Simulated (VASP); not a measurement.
NbRh, 2 atoms in the cell. Symmetry: P4/mmm, No. 123, tetragonal system. The conventional cell has a = 2.831 Å, b = 2.831 Å, c = 3.828 Å, α = 90.00°, β = 90.00°, γ = 90.00°. Nb (site symmetry 4/mmm) has 8 Rh at 2.77 Å and 4 Nb at 2.83 Å within 3.6 Å. Rh (site symmetry 4/mmm) has 8 Nb at 2.77 Å and 4 Rh at 2.83 Å within 3.6 Å. 

- Program: VASP 6.6.1
- Task: vibrations by perturbation theory
- Functional: PBEsol
- Potentials or basis: VASP PAW PBE potentials, release 64 (Nb_sv, Rh_pv)
- Cutoff: 520 eV
- k mesh: 14 × 14 × 10
- Occupations: fermi-dirac, width 0.08 eV
- Spin: no spin polarisation
- Dipole correction: no
- Further INCAR settings: ALGO = Normal; EDIFF = 1e-08; IBRION = 8; NSW = 1

Potentials or basis: VASP PAW PBE potentials, release 64 (Nb_sv, Rh_pv).

Launch:

```console
$ cat potpaw_PBE.64/Nb_sv/POTCAR potpaw_PBE.64/Rh_pv/POTCAR > POTCAR
$ mpirun -np 1 vasp_std > vasp.out
```

Hardware: 1 thread of Oxide Virtual Turin-like Processor (shared host).

How long does it take, and how much memory?

It took 39 min on 1 thread of Oxide Virtual Turin-like Processor, with other jobs on the host, peak memory 0.51 GiB. Counts: scf iterations 118, k points 216.
